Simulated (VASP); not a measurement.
# CaO (Fm-3m) in VASP: a series of runs, part 2 of 2

VASP 6.6.1. The steps go on from the part before.

## Step 4: Single point, PBE

This run uses another cell than the first one, of 12.84 Å³/atom.

INCAR reads:

```
  PREC = Accurate
  ENCUT = 600
  EDIFF = 1E-6
  ISMEAR = 0
  SIGMA = 0.02
  LREAL = F
  LASPH = T
  NELM = 120
  ALGO = Normal
  ISIF = 2
  LWAVE = F
  LCHARG = F
  GGA = PE
  NBANDS = 15
  GGA_COMPAT = F
```

KPOINTS reads:

```
Automatic mesh
0
Gamma
  14 14 14
```

POSCAR reads:

```
CaO
1.0
    0.0000000000      2.3416866999      2.3416866999
    2.3416866999      0.0000000000      2.3416866999
    2.3416866999      2.3416866999      0.0000000000
Ca O
1 1
Direct
    0.0000000000      0.0000000000      0.0000000000
    0.5000000000      0.5000000000      0.5000000000
```

On the command line:

```console
$ cat potpaw_PBE.64/Ca_sv/POTCAR potpaw_PBE.64/O/POTCAR > POTCAR
$ mpirun -np 1 vasp_std > vasp.out
```

Wall time 22 s (1 thread of AMD EPYC 9R45 (Zen 5), shared host); peak memory 0.16 GiB.

It converged, with:

```yaml
Free_energy: -12.7083 eV
Pressure: 12.7 GPa
Band_gap_on_the_k_mesh: 3.60 eV (least direct gap 3.95 eV)
```

Levels at points of the mesh, in eV from the valence-band top:
```
           k point  band 4  band 5  band 6  band 7  band 8  band 9  band 10  band 11  band 12  band 13
(0.00, 0.00, 0.00)  -18.03  -15.69    0.00    0.00    0.00    5.38     6.41     6.41     6.41     8.05
(0.50, 0.00, 0.00)  -18.09  -14.13   -2.83   -1.37   -1.37    7.42     8.78     8.78     9.12    11.09
(0.50, 0.50, 0.00)  -18.32  -15.46   -1.25   -0.35   -0.35    3.60     8.64     9.34    10.07    10.07
```

Caveat: the cell stands under pressure.

## Step 5: Single point, PBE

This run uses another cell than the first one, of 12.84 Å³/atom.

INCAR reads:

```
SYSTEM = CaO
ALGO = Normal
EDIFF = 1E-6
ENCUT = 600
GGA = PE
GGA_COMPAT = .False.
ISIF = 2
ISMEAR = 0
LASPH = .True.
LCHARG = .False.
LREAL = .False.
LWAVE = .False.
NBANDS = 15
NELM = 120
PREC = Accurate
SIGMA = 0.02
```

KPOINTS reads:

```
k-points
0
Gamma
  14 14 14
  0 0 0
```

POSCAR is that of step 4.

Potentials or basis: VASP PAW PBE potentials, release 64 (Ca_sv, O).

On the command line:

```console
$ cat potpaw_PBE.64/Ca_sv/POTCAR potpaw_PBE.64/O/POTCAR > POTCAR
$ mpirun -np 1 vasp_std > vasp.out
```

OUTCAR:

```text
SYSTEM = CaO
   EDIFF = 1E-6
   ENCUT = 600
   GGA = PE
   ISIF = 2
   ISMEAR = 0
   LASPH = .True.
   LREAL = .False.
   NELM = 120
   PREC = Accurate

 ion  position               nearest neighbor table
   1  0.000  0.000  0.000-   2 2.34   2 2.34   2 2.34   2 2.34   2 2.34   2 2.34
   2  0.500  0.500  0.500-   1 2.34   1 2.34   1 2.34   1 2.34   1 2.34   1 2.34

  LATTYP: Found a face centered cubic cell.
 ALAT       =     4.6833733998

  Lattice vectors:

[... 620 lines left out ...]

  FORCE on cell =-STRESS in cart. coord.  units (eV):
  Direction    XX          YY          ZZ          XY          YZ          ZX
  --------------------------------------------------------------------------------------
  -------------------------------------------------------------------------------------
  Total        2.0377713      2.0377713      2.0377713      0.0000000      0.0000000     -0.0000000
  in kB      127.1304730    127.1304730    127.1304730      0.0000000      0.0000000     -0.0000000
  external PRESSURE =     127.1304730 kB  Pullay stress =       0.0000000 kB

 VOLUME and BASIS-vectors are now :
 -----------------------------------------------------------------------------
  energy-cutoff  :      600.00
  volume of cell :       25.68
      direct lattice vectors                 reciprocal lattice vectors
     0.000000000  2.341686700  2.341686700    -0.213521305  0.213521305  0.213521305
     2.341686700  0.000000000  2.341686700     0.213521305 -0.213521305  0.213521305
     2.341686700  2.341686700  0.000000000     0.213521305  0.213521305 -0.213521305

 POSITION                                       TOTAL-FORCE (eV/Angst)
 -----------------------------------------------------------------------------------
      0.00000      0.00000      0.00000        -0.000000      0.000000      0.000000
      2.34169      2.34169      2.34169         0.000000     -0.000000      0.000000
 -----------------------------------------------------------------------------------
    total drift:                                0.000000      0.000000      0.000000

  FREE ENERGIE OF THE ION-ELECTRON SYSTEM (eV)
  ---------------------------------------------------
  free  energy   TOTEN  =       -12.7083300455 eV

  energy  without entropy=      -12.7083300455  energy(sigma->0) =      -12.70833005
```

OSZICAR:

```text
N       E                     dE             d eps       ncg     rms          rms(c)
DAV:   1     0.134413517252E+03    0.13441E+03   -0.92194E+03  3120   0.124E+03
DAV:   2    -0.881675544342E+01   -0.14323E+03   -0.13355E+03  3884   0.310E+02
DAV:   3    -0.142822801627E+02   -0.54655E+01   -0.54303E+01  3711   0.628E+01
DAV:   4    -0.144367306236E+02   -0.15445E+00   -0.15436E+00  4378   0.933E+00
DAV:   5    -0.144387668406E+02   -0.20362E-02   -0.20362E-02  3672   0.100E+00    0.860E+00
DAV:   6    -0.127717160735E+02    0.16671E+01   -0.48338E+00  3562   0.223E+01    0.339E+00
DAV:   7    -0.127123351731E+02    0.59381E-01   -0.38117E-01  3653   0.666E+00    0.177E+00
DAV:   8    -0.127095613237E+02    0.27738E-02   -0.72873E-02  4079   0.291E+00    0.427E-01
DAV:   9    -0.127077597730E+02    0.18016E-02   -0.49931E-03  3267   0.635E-01    0.107E-01
DAV:  10    -0.127083568452E+02   -0.59707E-03   -0.67920E-04  3744   0.247E-01    0.384E-02
DAV:  11    -0.127083313424E+02    0.25503E-04   -0.64017E-05  3957   0.917E-02    0.101E-02
DAV:  12    -0.127083300026E+02    0.13399E-05   -0.75055E-06  3624   0.311E-02    0.126E-03
DAV:  13    -0.127083300455E+02   -0.42963E-07   -0.47320E-07  2539   0.614E-03
   1 F= -.12708330E+02 E0= -.12708330E+02  d E =-.847660E-30
```

It took 23 s on 1 thread of AMD EPYC 9R45 (Zen 5), shared host; peak memory 0.16 GiB.

Results:

* Free energy: -12.7083 eV
* Pressure: 12.7 GPa
* Band gap on the k mesh: 3.60 eV (least direct gap 3.95 eV)

Caveat: the cell stands under pressure. A k mesh can miss the band edges.

## Step 6: Single point, PBE

This run uses another cell than the first one, of 14.09 Å³/atom.

INCAR reads:

```
PREC = Accurate
ENCUT = 600
EDIFF = 1E-6
ISMEAR = 0
SIGMA = 0.02
LREAL = F
LASPH = T
NELM = 120
ALGO = Normal
ISIF = 2
LWAVE = F
LCHARG = F
GGA = PE
NBANDS = 15
GGA_COMPAT = F
```

KPOINTS reads:

```
regular mesh
0
Gamma
  14 14 14
```

POSCAR reads:

```
CaO
1.0
    0.0000000000      2.4154043388      2.4154043388
    2.4154043388      0.0000000000      2.4154043388
    2.4154043388      2.4154043388      0.0000000000
Ca O
1 1
Direct
    0.0000000000      0.0000000000      0.0000000000
    0.5000000000      0.5000000000      0.5000000000
```

Potentials or basis: VASP PAW PBE potentials, release 64 (Ca_sv, O).

On the command line:

```console
$ cat potpaw_PBE.64/Ca_sv/POTCAR potpaw_PBE.64/O/POTCAR > POTCAR
$ mpirun -np 1 vasp_std > vasp.out
```

OUTCAR:

```text
PREC = Accurate
   ENCUT = 600
   EDIFF = 1E-6
   ISMEAR = 0
   LREAL = F
   LASPH = T
   NELM = 120
   ISIF = 2
   GGA = PE

 ion  position               nearest neighbor table
   1  0.000  0.000  0.000-   2 2.42   2 2.42   2 2.42   2 2.42   2 2.42   2 2.42
   2  0.500  0.500  0.500-   1 2.42   1 2.42   1 2.42   1 2.42   1 2.42   1 2.42

  LATTYP: Found a face centered cubic cell.
 ALAT       =     4.8308086776

  Lattice vectors:

[... 616 lines left out ...]

 [... further k-points ...]

------------------------ aborting loop because EDIFF is reached ----------------------------------------

  FORCE on cell =-STRESS in cart. coord.  units (eV):
  Direction    XX          YY          ZZ          XY          YZ          ZX
  --------------------------------------------------------------------------------------
  -------------------------------------------------------------------------------------
  Total        0.0752593      0.0752593      0.0752593     -0.0000000      0.0000000      0.0000000
  in kB        4.2782972      4.2782972      4.2782972     -0.0000000      0.0000000      0.0000000
  external PRESSURE =       4.2782972 kB  Pullay stress =       0.0000000 kB

 VOLUME and BASIS-vectors are now :
 -----------------------------------------------------------------------------
  energy-cutoff  :      600.00
  volume of cell :       28.18
      direct lattice vectors                 reciprocal lattice vectors
     0.000000000  2.415404339  2.415404339    -0.207004679  0.207004679  0.207004679
     2.415404339  0.000000000  2.415404339     0.207004679 -0.207004679  0.207004679
     2.415404339  2.415404339  0.000000000     0.207004679  0.207004679 -0.207004679

 POSITION                                       TOTAL-FORCE (eV/Angst)
 -----------------------------------------------------------------------------------
      0.00000      0.00000      0.00000        -0.000000      0.000000     -0.000000
      2.41540      2.41540      2.41540         0.000000     -0.000000      0.000000
 -----------------------------------------------------------------------------------
    total drift:                                0.000000      0.000000      0.000000

  FREE ENERGIE OF THE ION-ELECTRON SYSTEM (eV)
  ---------------------------------------------------
  free  energy   TOTEN  =       -12.8075847429 eV

  energy  without entropy=      -12.8075847429  energy(sigma->0) =      -12.80758474
```

Wall time 21 s (1 thread of AMD EPYC 9R45 (Zen 5), shared host); peak memory 0.17 GiB.

What came out:

- Free energy: -12.8076 eV
- Pressure: 0.4 GPa
- Band gap on the k mesh: 3.64 eV (least direct gap 4.02 eV)

A k mesh can miss the band edges.

## Step 7: Relaxation of cell and atoms, PBE, target pressure 100 GPa, at which the enthalpy is minimised

This run uses another cell than the first one, of 9.46 Å³/atom.

INCAR reads:

```
SYSTEM = CaO
PREC = Accurate
ENCUT = 600
EDIFF = 1E-7
ISMEAR = 0
SIGMA = 0.02
LREAL = .False.
LASPH = .True.
NELM = 120
ALGO = Normal
ISIF = 3
LWAVE = .False.
LCHARG = .False.
GGA = PE
IBRION = 2
NSW = 70
EDIFFG = -0.004
PSTRESS = 1000.0
GGA_COMPAT = .False.
NELMIN = 4
```

KPOINTS reads:

```
Automatic mesh
0
Gamma
  14 14 14
  0 0 0
```

POSCAR reads:

```
CaO
1.0
    0.0000000000      2.1148469874      2.1148469874
    2.1148469874      0.0000000000      2.1148469874
    2.1148469874      2.1148469874      0.0000000000
Ca O
1 1
Direct
    0.0000000000      0.0000000000      0.0000000000
    0.5000000000      0.5000000000      0.5000000000
```

On the command line:

```console
$ cat potpaw_PBE.64/Ca_sv/POTCAR potpaw_PBE.64/O/POTCAR > POTCAR
$ mpirun -np 1 vasp_std > vasp.out
```

It took 34 s on 1 thread of AMD EPYC 9R45 (Zen 5), shared host; peak memory 0.14 GiB.

Results (log left out):

```yaml
Free_energy: -10.7596 eV
Relaxed_volume: 9.51 Å³/atom
Relaxed_cell: a = 2.997 Å, b = 2.997 Å, c = 2.997 Å, α = 60.00°, β = 60.00°, γ = 60.00°
Space_group_after_relaxing_to_0.1_Å: Fm-3m (No. 225)
Energy_change_on_relaxing_the_run_minimises_the_enthalpy: -34.7 meV/atom
Ionic_steps: 3
Pressure_after_relaxing: 100.0 GPa
Band_gap_on_the_k_mesh: 3.09 eV (least direct gap 3.19 eV)
```

The path:
```
step  energy change (eV)  largest force (eV/Å)  pressure (GPa)  volume (Å³)
   1              0.0000                0.0000          102.72        18.92
   2             -0.2688                0.0000           92.08        19.36
   3             -0.0695                0.0000           99.99        19.03
```

Final structure:
```yaml
crystal:
  lattice:
    - [0.00000, 2.11893, 2.11893]
    - [2.11893, 0.00000, 2.11893]
    - [2.11893, 2.11893, 0.00000]
  atoms:
    - { symbol: Ca, position: [0.00000, 0.00000, 0.00000] }
    - { symbol: O, position: [0.50000, 0.50000, 0.50000] }
```

Levels at points of the mesh, in eV from the valence-band top:
| k point | band 6 | band 7 | band 8 | band 9 | band 10 | band 11 |
| --- | --- | --- | --- | --- | --- | --- |
| (0.00, 0.00, 0.00) | 0.00 | 0.00 | 0.00 | 6.88 | 6.88 | 6.88 |
| (0.50, 0.00, 0.00) | -3.66 | -2.26 | -2.26 | 8.86 | 10.43 | 10.43 |
| (0.50, 0.50, 0.00) | -0.63 | -0.10 | -0.10 | 3.09 | 11.04 | 11.27 |

Caveat: the cell is relaxed towards a set pressure, so the run minimises the enthalpy, not the energy. PBE usually gives volumes a little too large and moduli too small.

## Step 8: Overview

```tsv
task	cell	k mesh	gap on the mesh (eV)	pressure (GPa)
single point	a = 3.208 Å, angles 60.0°, 2 atoms	14 × 14 × 14	3.50	31.1
relaxation of cell and atoms	relaxed to 50 GPa from a = 3.126 Å, angles 60.0°, 2 atoms	10 × 10 × 10	3.39	50.0
single point	a = 3.312 Å, angles 60.0°, 2 atoms	14 × 14 × 14	3.60	12.7
single point	a = 3.416 Å, angles 60.0°, 2 atoms	14 × 14 × 14	3.64	0.4
relaxation of cell and atoms	relaxed to 100 GPa from a = 2.991 Å, angles 60.0°, 2 atoms	14 × 14 × 14	3.09	100.0
```

Alike in all rows: level PBE; potentials or basis VASP PAW PBE potentials, release 64 (Ca_sv, O); no spin polarisation; cutoff (eV) 600; smearing gaussian 0.02 eV.

Caveats: the cell stands under pressure (at least some runs); the cell is relaxed towards a set pressure, so the run minimises the enthalpy, not the energy (at least some runs).

Total energies depend on the potentials used, so only differences within one code and one set of settings carry meaning.
